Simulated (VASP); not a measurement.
# P (Fd-3m) in VASP: single point with LDA

Aim: the single point of P with LDA.

Everything below comes from runs of VASP 6.6.1. Logs are shortened: lines on timing, memory, paths and dates and some standing lists are left out, and cuts for length are marked.

### 1 The cell of the first run

Symmetry: Fd-3m, No. 227, cubic system. Conventional cell: a = 5.351 Å, b = 5.351 Å, c = 5.351 Å, α = 90.00°, β = 90.00°, γ = 90.00°. P (site symmetry -43m) has 4 P at 2.32 Å within 3.1 Å.

This isn't the form of P at room conditions, which is orthorhombic.

### 2 Single point, LDA (19.15 Å³/atom)

File POSCAR:

```
P
1.0
    0.0000000000      2.6756089844      2.6756089844
    2.6756089844      0.0000000000      2.6756089844
    2.6756089844      2.6756089844      0.0000000000
P
2
Direct
   -0.1250000000     -0.1250000000     -0.1250000000
    0.1250000000      0.1250000000      0.1250000000
```

File INCAR.step1:

```
ALGO     = Normal         # electronic algorithm
EDIFF    = 1E-6           # SCF threshold, eV
ENCUT    = 520            # plane-wave cutoff, eV
GGA      = CA             # functional
ISIF     = 2              # what is computed and relaxed
ISMEAR   = -1             # smearing method
LASPH    = T              # aspherical terms in the spheres
LCHARG   = T              # write CHGCAR
LREAL    = F              # projectors in reciprocal space
LWAVE    = F              # write WAVECAR
NBANDS   = 12             # bands
NELM     = 100            # most SCF steps
PREC     = Accurate       # precision mode
SIGMA    = 0.1            # smearing width, eV
```

File KPOINTS.step1:

```
k-points
0
Gamma
  12 12 12
```

File INCAR.step2:

```
ALGO     = Normal         # electronic algorithm
EDIFF    = 1E-6           # SCF threshold, eV
ENCUT    = 520            # plane-wave cutoff, eV
GGA      = CA             # functional
ICHARG   = 11             # starting density
ISIF     = 2              # what is computed and relaxed
ISMEAR   = -5             # smearing method
LASPH    = T              # aspherical terms in the spheres
LCHARG   = F              # write CHGCAR
LORBIT   = 10             # projections on sites
LREAL    = F              # projectors in reciprocal space
LWAVE    = F              # write WAVECAR
NBANDS   = 12             # bands
NEDOS    = 2001           # points of the DOS
NELM     = 100            # most SCF steps
PREC     = Accurate       # precision mode
SIGMA    = 0.1            # smearing width, eV
```

File KPOINTS.step2:

```
k-points
0
Gamma
  18 18 18
```

Potentials or basis: VASP PAW LDA potentials, release 64 (P).

The run is started by

```bash
$ cat potpaw_LDA.64/P/POTCAR > POTCAR
$ cp INCAR.step1 INCAR
$ cp KPOINTS.step1 KPOINTS
$ mpirun -np 1 vasp_std > vasp.out
$ cp INCAR.step2 INCAR
$ cp KPOINTS.step2 KPOINTS
$ mpirun -np 1 vasp_std > vasp.out
```

OUTCAR:

```text
EDIFF = 1E-6
   ENCUT = 520
   GGA = CA
   ICHARG = 11
   ISIF = 2
   ISMEAR = -5
   LASPH = T
   LORBIT = 10
   LREAL = F
   NELM = 100
   PREC = Accurate

 ion  position               nearest neighbor table
   1  0.875  0.875  0.875-   2 2.32   2 2.32   2 2.32   2 2.32
   2  0.125  0.125  0.125-   1 2.32   1 2.32   1 2.32   1 2.32

  LATTYP: Found a face centered cubic cell.
 ALAT       =     5.3512179688

  Lattice vectors:

 A1 = (   0.0000000000,   2.6756089844,   2.6756089844)
 A2 = (   2.6756089844,   0.0000000000,   2.6756089844)
 A3 = (   2.6756089844,   2.6756089844,   0.0000000000)

Analysis of symmetry for initial positions (statically):
=====================================================================
 Subroutine PRICEL returns:
 Original cell was already a primitive cell.

 Routine SETGRP: Setting up the symmetry group for a
 face centered cubic supercell.

 Subroutine GETGRP returns: Found 48 space group operations
 (whereof 12 operations were pure point group operations)
 out of a pool of 48 trial point group operations.

The static configuration has the point symmetry D_3d.
 The point group associated with its full space group is O_h .

Analysis of symmetry for dynamics (positions and initial velocities):
=====================================================================
 Subroutine PRICEL returns:
 Original cell was already a primitive cell.

 Routine SETGRP: Setting up the symmetry group for a
 face centered cubic supercell.

 Subroutine GETGRP returns: Found 48 space group operations
 (whereof 12 operations were pure point group operations)
 out of a pool of 48 trial point group operations.

The dynamic configuration has the point symmetry D_3d.
 The point group associated with its full space group is O_h .

 Subroutine INISYM returns: Found 48 space group operations
 (whereof 12 operations are pure point group operations),
 and found     1 'primitive' translations

----------------------------------------------------------------------------------------

                                     Primitive cell

  volume of cell :      38.3087

  direct lattice vectors                    reciprocal lattice vectors
     0.000000000  2.675608984  2.675608984    -0.186873345  0.186873345  0.186873345
     2.675608984  0.000000000  2.675608984     0.186873345 -0.186873345  0.186873345
     2.675608984  2.675608984  0.000000000     0.186873345  0.186873345 -0.186873345

  length of vectors
     3.783882513  3.783882513  3.783882513     0.323674128  0.323674128  0.323674128

  position of ions in fractional coordinates (direct lattice)
     0.875000000  0.875000000  0.875000000
     0.125000000  0.125000000  0.125000000

  ion indices of the primitive-cell ions
   primitive index   ion index
                 1           1
                 2           2

----------------------------------------------------------------------------------------

 KPOINTS: k-points

Automatic generation of k-mesh.
 Grid dimensions read from file:
 generate k-points for:   18   18   18

 Generating k-lattice:

  Cartesian coordinates                     Fractional coordinates (reciprocal lattice)
    -0.010381852  0.010381852  0.010381852     0.055555556  0.000000000  0.000000000
     0.010381852 -0.010381852  0.010381852     0.000000000  0.055555556  0.000000000
     0.010381852  0.010381852 -0.010381852     0.000000000  0.000000000  0.055555556

  Length of vectors
     0.017981896  0.017981896  0.017981896

  Shift w.r.t. Gamma in fractional coordinates (k-lattice)
     0.000000000  0.000000000  0.000000000

 TETIRR: Found    806 inequivalent tetrahedra from    34992

 Subroutine IBZKPT returns following result:
 ===========================================

 Found    195 irreducible k-points:

 Following reciprocal coordinates:
            Coordinates               Weight
  0.000000  0.000000  0.000000      1.000000
  0.055556  0.000000  0.000000      8.000000
  0.111111  0.000000  0.000000      8.000000
  0.166667  0.000000  0.000000      8.000000
  0.222222  0.000000  0.000000      8.000000
  0.277778  0.000000  0.000000      8.000000
[... 16 lines left out ...]
 -0.277778  0.055556  0.000000     24.000000
 -0.222222  0.055556  0.000000     24.000000
 [... further k-points ...]
   k-points           NKPTS =    195   k-points in BZ     NKDIM =    195   number of bands    NBANDS=     12
   number of dos      NEDOS =   2001   number of ions     NIONS =      2
   total plane-waves  NPLWV =  21952
   dimension x,y,z NGX =    28 NGY =   28 NGZ =   28
   dimension x,y,z NGXF=    56 NGYF=   56 NGZF=   56
   ions per type =               2
   NGX,Y,Z   is equivalent  to a cutoff of  12.30, 12.30, 12.30 a.u.
   NGXF,Y,Z  is equivalent  to a cutoff of  24.60, 24.60, 24.60 a.u.
 SYSTEM =  unknown system
   PREC   = accura    normal or accurate (medium, high low for compatibility)
   ISTART =      0    job   : 0-new  1-cont  2-samecut
   ICHARG =     11    charge: 1-file 2-atom 10-const
   ISPIN  =      1    spin polarized calculation?
   LNONCOLLINEAR =      F non collinear calculations
   LSORBIT =      F    spin-orbit coupling
   LASPH  =      T    aspherical Exc in radial PAW
   ENCUT  =  520.0 eV  38.22 Ry    6.18 a.u.   7.04  7.04  7.04*2*pi/ulx,y,z
   NELM   =    100;   NELMIN=  2; NELMDL=  0     # of ELM steps
   EDIFF  = 0.1E-05   stopping-criterion for ELM
   LREAL  =      F    real-space projection
   EDIFFG = 0.1E-04   stopping-criterion for IOM
   NSW    =      0    number of steps for IOM
   IBRION =     -1    ionic relax: 0-MD 1-quasi-New 2-CG
   NFREE  =      0    steps in history (QN), initial steepest desc. (CG)
   ISIF   =      2    stress and relaxation
   ISYM   =      2    0-nonsym 1-usesym 2-fastsym
   POTIM  = 0.5000    time-step for ionic-motion
   TEBEG  =    0.0;   TEEND  =   0.0 temperature during run
   PSTRESS=    0.0 pullay stress
   NELECT =      10.0000    total number of electrons
   NUPDOWN=      -1.0000    fix difference up-down
   EMIN   =  10.00;   EMAX   =-10.00  energy-range for DOS
   EFERMI =   0.00;   METHOD = LEGACY
   ISMEAR =    -5;   SIGMA  =   0.10  broadening in eV -4-tet -1-fermi 0-gaus
   EFERMI_NEDOS =   21; number of points for ismear=-14 and -15
   IALGO  =     38    algorithm
   IMIX   =      4    mixing-type and parameters
     AMIX     =   0.40;   BMIX     =  1.00
     AMIX_MAG =   1.60;   BMIX_MAG =  1.00
  volume/ion in A,a.u.               =      19.15       129.26
  Fermi-wavevector in a.u.,A,eV,Ry     =   1.046266  1.977156 14.893929  1.094673
  Thomas-Fermi vector in A             =   2.181097
   LORBIT       =     10    0 simple, 1 ext, 2 COOP (PROOUT), +10 PAW based schemes
   GGA     = CA    functional components
   LHFCALC =     F    Hartree Fock is set to
   AEXX    =    0.0000 exact exchange contribution
   IVDW    =     0    specifies the selected vdW correction
   LEPSILON=     F    determine dielectric tensor
   LRPA    =     F    only Hartree local field effects (RPA)
 non-spin polarized calculation
 Fermi weights with tetrahedron method with Bloechl corrections
  energy-cutoff  :      520.00
  volume of cell :       38.31
 maximum number of plane-waves:      1056

 number of electron       9.9999998 magnetization

 Free energy of the ion-electron system (eV)
  ---------------------------------------------------
  ext. energy  EPLUGINS =         0.00000000
  ---------------------------------------------------
  free energy    TOTEN  =       -10.97794829 eV

  energy without entropy =      -10.97794829  energy(sigma->0) =      -10.97794829

 E-fermi :   6.6676     XC(G=0): -10.0296

 val. band max:        6.7470686079   @ k =  -0.1667   0.2778   0.1111
 cond. band min:       6.5310109804   @ k =   0.3333   0.2222   0.1111
 fundamental gap:     -0.2160576275
 Fermi energy:         6.6675866669

 k-point     1 :       0.0000    0.0000    0.0000
  band No.  band energies     occupation
      1      -8.9125      2.00000
      2       3.4260      2.00000
      3       3.4260      2.00000
      4       3.4260      2.00000
      5       3.7832      2.00000
      6       6.6272      1.81232
      7       6.6272      0.51976
      8       6.6272      0.33661
      9      12.5884      0.00000
     10      13.3730      0.00000
     11      13.3730      0.00000
     12      16.8873      0.00000

 k-point     2 :       0.0556    0.0000    0.0000
  band No.  band energies     occupation
      1      -8.8748      2.00000
      2       2.6048      2.00000
      3       3.3726      2.00000
      4       3.3726      2.00000
      5       4.4445      2.00000
      6       6.7084      0.60647
      7       6.7084      0.02076
      8       6.7334      0.00556
      9      12.7459      0.00000
     10      13.2541      0.00000
     11      13.2541      0.00000
     12      16.7444      0.00000

 k-point     3 :       0.1111    0.0000    0.0000
  band No.  band energies     occupation
      1      -8.7622      2.00000
      2       1.5835      2.00000
      3       3.2324      2.00000
      4       3.2324      2.00000
      5       4.9023      2.00000
      6       6.9239     -0.20828
      7       6.9239      0.00000
      8       7.1589      0.00000
      9      13.0012      0.00000
     10      13.0012      0.00000
     11      13.1718      0.00000
     12      16.4333      0.00000
[... 286 lines left out ...]
 k-point    23 :      -0.2778    0.0556    0.0000
  band No.  band energies     occupation
      1      -7.8681      2.00000
      2      -1.6686      2.00000
      3       2.2041      2.00000
      4       2.7168      2.00000
      5       4.9528      2.00000
      6       7.6608      0.00000
      7       7.8731      0.00000
      8      10.1260      0.00000
      9      12.5650      0.00000
     10      13.5701      0.00000
     11      14.2301      0.00000
     12      17.2503      0.00000

 k-point    24 :      -0.2222    0.0556    0.0000
  band No.  band energies     occupation
      1      -8.1947      2.00000
      2      -0.7814      2.00000
      3       2.3734      2.00000
      4       2.9071      2.00000
      5       5.1015      2.00000
      6       7.4410      0.00000
      7       7.6867      0.00000
      8       9.2214      0.00000
      9      12.3368      0.00000
     10      13.1935      0.00000
     11      14.2659      0.00000
     12      16.6692      0.00000

 [... further k-points ...]
[... 5 lines left out ...]
  --------------------------------------------------------------------------------------
  -------------------------------------------------------------------------------------
  Total       -0.1012849     -0.1012849     -0.1012849     -0.0000000      0.0000000      0.0000000
  in kB       -4.2360121     -4.2360121     -4.2360121     -0.0000000      0.0000000      0.0000000
  external PRESSURE =      -4.2360121 kB  Pullay stress =       0.0000000 kB

 VOLUME and BASIS-vectors are now :
 -----------------------------------------------------------------------------
  energy-cutoff  :      520.00
  volume of cell :       38.31
      direct lattice vectors                 reciprocal lattice vectors
     0.000000000  2.675608984  2.675608984    -0.186873345  0.186873345  0.186873345
     2.675608984  0.000000000  2.675608984     0.186873345 -0.186873345  0.186873345
     2.675608984  2.675608984  0.000000000     0.186873345  0.186873345 -0.186873345

 POSITION                                       TOTAL-FORCE (eV/Angst)
 -----------------------------------------------------------------------------------
      4.68232      4.68232      4.68232         0.000000      0.000000      0.000000
      0.66890      0.66890      0.66890        -0.000000     -0.000000     -0.000000
 -----------------------------------------------------------------------------------
    total drift:                               -0.000000     -0.000000     -0.000000

  FREE ENERGIE OF THE ION-ELECTRON SYSTEM (eV)
  ---------------------------------------------------
  free  energy   TOTEN  =       -10.9779482945 eV

  energy  without entropy=      -10.9779482945  energy(sigma->0) =      -10.97794829

 total charge

# of ion       s       p       d       tot
------------------------------------------
    1        1.130   1.287   0.000   2.417
    2        1.130   1.287   0.000   2.417
--------------------------------------------------
tot          2.260   2.574   0.000   4.834
```

It took 86 s on 1 thread of Intel Xeon 8259CL, shared host; peak memory 0.18 GiB.

Results:

```yaml
Valence_electrons_inside_the_program's_atomic_spheres: P 2.42
```

Levels at points of the mesh, in eV from the Fermi level:
```csv
k point,band 1,band 2,band 3,band 4,band 5,band 6,band 7,band 8,band 9,band 10
"(0.00, 0.00, 0.00)",-15.58,-3.24,-3.24,-3.24,-2.88,-0.04,-0.04,-0.04,5.92,6.71
"(0.50, 0.00, 0.00)",-13.56,-10.28,-4.34,-4.34,-2.34,1.21,1.21,5.87,8.36,8.73
"(0.50, 0.50, 0.00)",-11.75,-11.75,-5.73,-5.73,-1.42,-1.42,6.14,6.14,8.94,8.94
```
